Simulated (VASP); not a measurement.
Input of a VASP 6.6.1 run:

POSCAR

```
Sn
1.0
   -1.9258799401      1.9258799401      1.9258799401
    1.9258799401     -1.9258799401      1.9258799401
    1.9258799401      1.9258799401     -1.9258799401
Sn
1
Direct
    0.0000000000      0.0000000000      0.0000000000
```

File INCAR.step1:

```
PREC     = Accurate       # precision mode
ENCUT    = 520            # plane-wave cutoff, eV
EDIFF    = 1E-5           # SCF threshold, eV
ISMEAR   = -1             # smearing method
SIGMA    = 0.05           # smearing width, eV
LREAL    = F              # projectors in reciprocal space
LASPH    = T              # aspherical terms in the spheres
NELM     = 80             # most SCF steps
ALGO     = Normal         # electronic algorithm
ISIF     = 2              # what is computed and relaxed
LWAVE    = T              # write WAVECAR
LCHARG   = F              # write CHGCAR
GGA      = PE             # functional
NBANDS   = 13             # bands
```

File INCAR.step2:

```
PREC     = Accurate       # precision mode
ENCUT    = 520            # plane-wave cutoff, eV
EDIFF    = 1E-6           # SCF threshold, eV
ISMEAR   = -1             # smearing method
SIGMA    = 0.05           # smearing width, eV
LREAL    = F              # projectors in reciprocal space
LASPH    = T              # aspherical terms in the spheres
NELM     = 80             # most SCF steps
ALGO     = Normal         # electronic algorithm
ISIF     = 2              # what is computed and relaxed
LWAVE    = F              # write WAVECAR
LCHARG   = F              # write CHGCAR
GGA      = PS             # functional
LHFCALC  = T              # exact exchange
AEXX     = 0.25           # exact-exchange fraction
HFSCREEN = 0.207          # screening, 1/A
PRECFOCK = Normal       
ISTART   = 1            
NBANDS   = 13             # bands
```

Contents of KPOINTS:

```
Automatic mesh
0
Gamma
  5 5 5
```

Potentials or basis: VASP PAW PBE potentials, release 64 (Sn_d).

Command:

```bash
$ cat potpaw_PBE.64/Sn_d/POTCAR > POTCAR
$ cp INCAR.step1 INCAR
$ mpirun -np 1 vasp_std > vasp.out
$ cp INCAR.step2 INCAR
$ mpirun -np 1 vasp_std > vasp.out
```

(1) Estimate the band gap on the k mesh.

(2) Estimate the pressure.

## Answers

(1) zero (band 7 reaches 15.68 eV, above the bottom of band 8 at 5.25 eV).

(2) 0.0 GPa.

Caveat: the k points lie up to 0.46 Å⁻¹ apart; the PAW data sets were made with another functional, which shifts forces and pressure a little; spin-orbit coupling is left out, which moves the levels of the heavy elements.
